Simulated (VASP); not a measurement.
# ZnO: single point with LDA

Crystal: ZnO.

```xyz
2
Lattice="0.0244 2.1694 2.1694 2.1938 0.0000 2.1938 2.1694 2.1694 0.0244" Properties=species:S:1:pos:R:3 pbc="T T T"
Zn    0.0000    0.0000    0.0000
O     2.1938    2.1694    2.1938
```

This cell differs from its parent crystal: strain +0.0225 x Voigt [0, 0, 0, 0, 1, 0].

| Property | Result |
| --- | --- |
| Program | VASP 6.6.1 |
| Task | single point |
| Functional | LDA |
| Potentials or basis | VASP PAW LDA potentials, release 64 (Zn, O) |
| Cutoff | 520 eV |
| k mesh | 12 × 12 × 12 |
| Occupations | gaussian, width 0.05 eV |
| Spin | no spin polarisation |

- Pressure: -13.9 GPa
- Band gap on the k mesh: 0.66 eV, indirect (least direct gap 1.81 eV)

Stress tensor (GPa, compression positive):
```
-13.90   0.00  -1.97
  0.00 -13.96   0.00
 -1.97   0.00 -13.90
```

Levels at points of the mesh, in eV from the valence-band top:
```csv
k point,band 6,band 7,band 8,band 9,band 10,band 11,band 12,band 13
"(0.00, 0.00, 0.00)",-4.72,-1.32,-1.24,-1.15,0.66,17.27,17.58,17.90
"(0.50, 0.00, 0.00)",-4.51,-3.65,-0.04,-0.03,5.17,8.66,12.10,12.27
"(0.00, 0.50, 0.00)",-4.52,-3.71,-0.02,0.00,5.32,8.48,12.40,12.58
"(0.50, 0.50, 0.00)",-4.42,-4.13,-2.62,-2.62,3.81,10.25,11.06,14.74
"(0.50, 0.00, 0.50)",-4.41,-4.12,-2.76,-2.48,3.80,10.26,11.07,14.56
```

Run time: 90 s on 1 thread of Intel Xeon 8259CL, with other jobs on the host, peak memory 0.2 GiB.

Caveat: the cell differs from its parent crystal (strain +0.0225 x Voigt [0, 0, 0, 0, 1, 0]). A k mesh can miss the band edges.
